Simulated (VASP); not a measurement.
# AlP (F-43m) in VASP: notebook, part 2 of 2

VASP 6.6.1.

## (4) Single point, HSE06

POSCAR reads:

```
AlP
1.0
    0.0000000000      2.7255000000      2.7255000000
    2.7255000000      0.0000000000      2.7255000000
    2.7255000000      2.7255000000      0.0000000000
Al P
1 1
Direct
    0.0000000000      0.0000000000      0.0000000000
    0.2500000000      0.2500000000      0.2500000000
```

INCAR.step1 reads:

```
SYSTEM = AlP
ALGO     = Normal         ! electronic algorithm
EDIFF    = 1E-5           ! SCF threshold, eV
ENCUT    = 400            ! plane-wave cutoff, eV
GGA      = PE             ! functional
GGA_COMPAT= .False.      
ISIF     = 2              ! what is computed and relaxed
ISMEAR   = -1             ! smearing method
LASPH    = .True.         ! aspherical terms in the spheres
LCHARG   = .False.        ! write CHGCAR
LREAL    = .False.        ! projectors in reciprocal space
LWAVE    = .True.         ! write WAVECAR
NBANDS   = 11             ! bands
NELM     = 120            ! most SCF steps
PREC     = Accurate       ! precision mode
SIGMA    = 0.02           ! smearing width, eV
```

INCAR.step2 reads:

```
SYSTEM = AlP
ALGO     = Normal         ! electronic algorithm
EDIFF    = 1E-6           ! SCF threshold, eV
ENCUT    = 400            ! plane-wave cutoff, eV
GGA      = PE             ! functional
GGA_COMPAT= .False.      
HFSCREEN = 0.2079         ! screening, 1/A
ISIF     = 2              ! what is computed and relaxed
ISMEAR   = -1             ! smearing method
ISTART   = 1            
LASPH    = .True.         ! aspherical terms in the spheres
LCHARG   = .False.        ! write CHGCAR
LHFCALC  = .True.         ! exact exchange
LREAL    = .False.        ! projectors in reciprocal space
LWAVE    = .False.        ! write WAVECAR
NBANDS   = 11             ! bands
NELM     = 120            ! most SCF steps
PREC     = Accurate       ! precision mode
PRECFOCK = Normal       
SIGMA    = 0.02           ! smearing width, eV
```

KPOINTS reads:

```
k-points
0
Gamma
  4 4 4
  0 0 0
```

Potentials or basis: VASP PAW PBE potentials, release 64 (Al, P).

Started as:

```console
cat potpaw_PBE.64/Al/POTCAR potpaw_PBE.64/P/POTCAR > POTCAR
cp INCAR.step1 INCAR
mpirun -np 1 vasp_std > vasp.out
cp INCAR.step2 INCAR
mpirun -np 1 vasp_std > vasp.out
```

OUTCAR:

```text
SYSTEM = AlP
   EDIFF = 1E-6
   ENCUT = 400
   GGA = PE
   HFSCREEN = 0.2079
   ISIF = 2
   ISMEAR = -1
   ISTART = 1
   LASPH = .True.
   LHFCALC = .True.
   LREAL = .False.
   NELM = 120
   PREC = Accurate
   PRECFOCK = Normal

 ion  position               nearest neighbor table
   1  0.000  0.000  0.000-   2 2.36   2 2.36   2 2.36   2 2.36
   2  0.250  0.250  0.250-   1 2.36   1 2.36   1 2.36   1 2.36

  LATTYP: Found a face centered cubic cell.
 ALAT       =     5.4510000000

  Lattice vectors:

 A1 = (   0.0000000000,   2.7255000000,   2.7255000000)
 A2 = (   2.7255000000,   0.0000000000,   2.7255000000)
 A3 = (   2.7255000000,   2.7255000000,   0.0000000000)

Analysis of symmetry for initial positions (statically):
=====================================================================
 Subroutine PRICEL returns:
 Original cell was already a primitive cell.

 Routine SETGRP: Setting up the symmetry group for a
 face centered cubic supercell.

 Subroutine GETGRP returns: Found 24 space group operations
 (whereof 24 operations were pure point group operations)
 out of a pool of 48 trial point group operations.

The static configuration has the point symmetry T_d .

Analysis of symmetry for dynamics (positions and initial velocities):
=====================================================================
 Subroutine PRICEL returns:
 Original cell was already a primitive cell.

 Routine SETGRP: Setting up the symmetry group for a
 face centered cubic supercell.

 Subroutine GETGRP returns: Found 24 space group operations
 (whereof 24 operations were pure point group operations)
 out of a pool of 48 trial point group operations.

The dynamic configuration has the point symmetry T_d .

 Subroutine INISYM returns: Found 24 space group operations
 (whereof 24 operations are pure point group operations),
 and found     1 'primitive' translations

----------------------------------------------------------------------------------------

                                     Primitive cell

  volume of cell :      40.4919

  direct lattice vectors                    reciprocal lattice vectors
     0.000000000  2.725500000  2.725500000    -0.183452578  0.183452578  0.183452578
     2.725500000  0.000000000  2.725500000     0.183452578 -0.183452578  0.183452578
     2.725500000  2.725500000  0.000000000     0.183452578  0.183452578 -0.183452578

  length of vectors
     3.854439064  3.854439064  3.854439064     0.317749185  0.317749185  0.317749185

  position of ions in fractional coordinates (direct lattice)
     0.000000000  0.000000000  0.000000000
     0.250000000  0.250000000  0.250000000

  ion indices of the primitive-cell ions
   primitive index   ion index
                 1           1
                 2           2

----------------------------------------------------------------------------------------

[... 34 lines left out ...]
   k-points           NKPTS =      8   k-points in BZ     NKDIM =     64   number of bands    NBANDS=     11
   number of dos      NEDOS =    301   number of ions     NIONS =      2
   total plane-waves  NPLWV =  21952
   dimension x,y,z NGX =    28 NGY =   28 NGZ =   28
   dimension x,y,z NGXF=    56 NGYF=   56 NGZF=   56
   ions per type =               1   1
   NGX,Y,Z   is equivalent  to a cutoff of  12.08, 12.08, 12.08 a.u.
   NGXF,Y,Z  is equivalent  to a cutoff of  24.15, 24.15, 24.15 a.u.
 SYSTEM =  AlP
   PREC   = accura    normal or accurate (medium, high low for compatibility)
   ISTART =      1    job   : 0-new  1-cont  2-samecut
   ICHARG =      0    charge: 1-file 2-atom 10-const
   ISPIN  =      1    spin polarized calculation?
   LNONCOLLINEAR =      F non collinear calculations
   LSORBIT =      F    spin-orbit coupling
   LASPH  =      T    aspherical Exc in radial PAW
   ENCUT  =  400.0 eV  29.40 Ry    5.42 a.u.   6.29  6.29  6.29*2*pi/ulx,y,z
   NELM   =    120;   NELMIN=  2; NELMDL=  0     # of ELM steps
   EDIFF  = 0.1E-05   stopping-criterion for ELM
   LREAL  =      F    real-space projection
   EDIFFG = 0.1E-04   stopping-criterion for IOM
   NSW    =      0    number of steps for IOM
   IBRION =     -1    ionic relax: 0-MD 1-quasi-New 2-CG
   NFREE  =      0    steps in history (QN), initial steepest desc. (CG)
   ISIF   =      2    stress and relaxation
   ISYM   =      3    0-nonsym 1-usesym 2-fastsym
   POTIM  = 0.5000    time-step for ionic-motion
   TEBEG  =    0.0;   TEEND  =   0.0 temperature during run
   PSTRESS=    0.0 pullay stress
   NELECT =       8.0000    total number of electrons
   NUPDOWN=      -1.0000    fix difference up-down
   EMIN   =  10.00;   EMAX   =-10.00  energy-range for DOS
   EFERMI =   0.00;   METHOD = LEGACY
   ISMEAR =    -1;   SIGMA  =   0.02  broadening in eV -4-tet -1-fermi 0-gaus
   EFERMI_NEDOS =   21; number of points for ismear=-14 and -15
   IALGO  =     38    algorithm
   IMIX   =      1    mixing-type and parameters
     AMIX     =   0.40;   BMIX     =  1.00
     AMIX_MAG =   1.60;   BMIX_MAG =  1.00
  volume/ion in A,a.u.               =      20.25       136.63
  Fermi-wavevector in a.u.,A,eV,Ry     =   0.953488  1.801831 12.369596  0.909140
  Thomas-Fermi vector in A             =   2.082148
   LORBIT       =      0    0 simple, 1 ext, 2 COOP (PROOUT), +10 PAW based schemes
   GGA     = PE    functional components
   LHFCALC =     T    Hartree Fock is set to
   PRECFOCK=normal    Normal, Fast or Accurate (Low or Medium for compatibility)
   ENCUT4O =  -1.0   cutoff for four orbital integrals eV
   NKREDX  =     1    reduce k-point grid by
   NKREDY  =     1    reduce k-point grid by
   NKREDZ  =     1    reduce k-point grid by
   AEXX    =    0.2500 exact exchange contribution
   HFSCREEN=    0.2079 screening length (either q_TF or 0.3 A-1)
   HFSCREENC=   0.2079 screening length for correlation (either q_TF or 0.3 A-1)
   ENCUTFOCK=  -1.0 apply spherical cutoff to Coloumb kernel
   IVDW    =     0    specifies the selected vdW correction
   LEPSILON=     F    determine dielectric tensor
   LRPA    =     F    only Hartree local field effects (RPA)
 non-spin polarized calculation
  energy-cutoff  :      400.00
  volume of cell :       40.49
 maximum number of plane-waves:       754
 NGX is ok and might be reduce to    28
  NGX = 20; NGY = 20; NGZ = 20

 number of electron       8.0000000 magnetization

 Free energy of the ion-electron system (eV)
  ---------------------------------------------------
  ext. energy  EPLUGINS =         0.00000000
  ---------------------------------------------------
  free energy    TOTEN  =       -11.91721913 eV

  energy without entropy =      -11.91721913  energy(sigma->0) =      -11.91721913

 E-fermi :   4.5842     XC(G=0):  -7.6866

 val. band max:        4.1631954000   @ k =   0.0000   0.0000   0.0000
 cond. band min:       6.4298456860   @ k =   0.5000   0.5000   0.0000
 fundamental gap:      2.2666502860
 Fermi energy:         4.5841988736

 k-point     1 :       0.0000    0.0000    0.0000
  band No.  band energies     occupation
      1      -8.6247      2.00000
      2       4.1632      2.00000
      3       4.1632      2.00000
      4       4.1632      2.00000
      5       8.4635      0.00000
      6       9.6647      0.00000
      7       9.6647      0.00000
      8       9.6647      0.00000
      9      14.1902      0.00000
     10      14.1902      0.00000
     11      15.5769      0.00000
[... 85 lines left out ...]
 k-point     8 :      -0.2500    0.5000    0.2500
  band No.  band energies     occupation
      1      -5.9412      2.00000
      2      -1.2739      2.00000
      3       0.6853      2.00000
      4       1.1035      2.00000
      5       9.3307      0.00000
      6      11.2320      0.00000
      7      11.2605      0.00000
      8      11.6268      0.00000
      9      16.8933      0.00000
     10      17.6039      0.00000
     11      18.9231      0.00000

------------------------ aborting loop because EDIFF is reached ----------------------------------------

  FORCE on cell =-STRESS in cart. coord.  units (eV):
  Direction    XX          YY          ZZ          XY          YZ          ZX
  --------------------------------------------------------------------------------------
  -------------------------------------------------------------------------------------
  Total        0.3546999      0.3546999      0.3546999      0.0000000      0.0000000      0.0000000
  in kB       14.0346990     14.0346990     14.0346990      0.0000000      0.0000000      0.0000000
  external PRESSURE =      14.0346990 kB  Pullay stress =       0.0000000 kB

 VOLUME and BASIS-vectors are now :
 -----------------------------------------------------------------------------
  energy-cutoff  :      400.00
  volume of cell :       40.49
      direct lattice vectors                 reciprocal lattice vectors
     0.000000000  2.725500000  2.725500000    -0.183452578  0.183452578  0.183452578
     2.725500000  0.000000000  2.725500000     0.183452578 -0.183452578  0.183452578
     2.725500000  2.725500000  0.000000000     0.183452578  0.183452578 -0.183452578

 POSITION                                       TOTAL-FORCE (eV/Angst)
 -----------------------------------------------------------------------------------
      0.00000      0.00000      0.00000        -0.000000      0.000000      0.000000
      1.36275      1.36275      1.36275         0.000000     -0.000000     -0.000000
 -----------------------------------------------------------------------------------
    total drift:                               -0.000000     -0.000000     -0.000000

  FREE ENERGIE OF THE ION-ELECTRON SYSTEM (eV)
  ---------------------------------------------------
  free  energy   TOTEN  =       -11.9172191260 eV

  energy  without entropy=      -11.9172191259  energy(sigma->0) =      -11.91721913
```

Wall time 2.8 min (1 thread of Intel Xeon 8259CL, shared host); peak memory 0.25 GiB.

What came out:

```
Free energy            : -11.9172 eV
Pressure               : 1.4 GPa
Band gap on the k mesh : 2.27 eV (least direct gap 4.30 eV)
```

Caveat: the k points lie up to 0.50 Å⁻¹ apart; the PAW data sets were made with another functional, which shifts forces and pressure a little. A k mesh can miss the band edges.

## (5) Overview

```csv
level,cutoff (eV),grid for exact exchange (PRECFOCK),share of exact exchange,screening parameter,gap on the mesh (eV),pressure (GPa)
PBE,500,-,-,-,1.54,3.1
r2SCAN,550,-,-,-,1.88,1.5
HSE06,400,Normal,0.25,0.2079 1/Å,2.27,1.4
```

Alike in all rows: task single point; potentials or basis VASP PAW PBE potentials, release 64 (Al, P); no spin polarisation; cell as given; k mesh 4 × 4 × 4; smearing fermi-dirac 0.02 eV.

Caveats: all runs use coarse meshes; the PAW data sets were made with another functional, which shifts forces and pressure a little (at least some runs).

Total energies depend on the potentials used, so only differences within one code and one set of settings carry meaning.
